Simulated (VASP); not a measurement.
A run of VASP 6.6.1 is set up as follows.

Contents of INCAR:

```
SYSTEM = MoS2
PREC = Accurate
ENCUT = 520
EDIFF = 1E-6
ISMEAR = 1
SIGMA = 0.153
LREAL = .False.
LASPH = .True.
NELM = 100
ALGO = Normal
ISIF = 2
LWAVE = .False.
LCHARG = .False.
GGA = PS
NBANDS = 35
```

Contents of KPOINTS:

```
Automatic mesh
0
Gamma
  12 12 2
  0 0 0
```

The input POSCAR:

```
MoS2
1.0
    2.9846000000      0.0000000000      0.0000000000
   -1.4923000000      2.5847394201      0.0000000000
    0.0000000000      0.0000000000     12.3189000000
Mo S
2 4
Direct
    0.3333333333      0.6666666667      0.2500000000
    0.6666666667      0.3333333333      0.7500000000
    0.3333333333      0.6666666667      0.6259932117
    0.6666666667      0.3333333333      0.1259932117
    0.3333333333      0.6666666667      0.8740067883
    0.6666666667      0.3333333333      0.3740067883
```

Potentials or basis: VASP PAW PBE potentials, release 64 (Mo_sv, S).

Command:

```sh
$ cat potpaw_PBE.64/Mo_sv/POTCAR potpaw_PBE.64/S/POTCAR > POTCAR
$ mpirun -np 1 vasp_std > vasp.out
```

(1) Predict the pressure.

(2) Estimate the largest force.

## Answers

(1) 24.2 GPa.

(2) 2.004 eV/Å.

Caveat: the PAW data sets were made with another functional, which shifts forces and pressure a little; this functional lacks dispersion, which binds the layers, so the pressure and a relaxed spacing across them are unreliable.
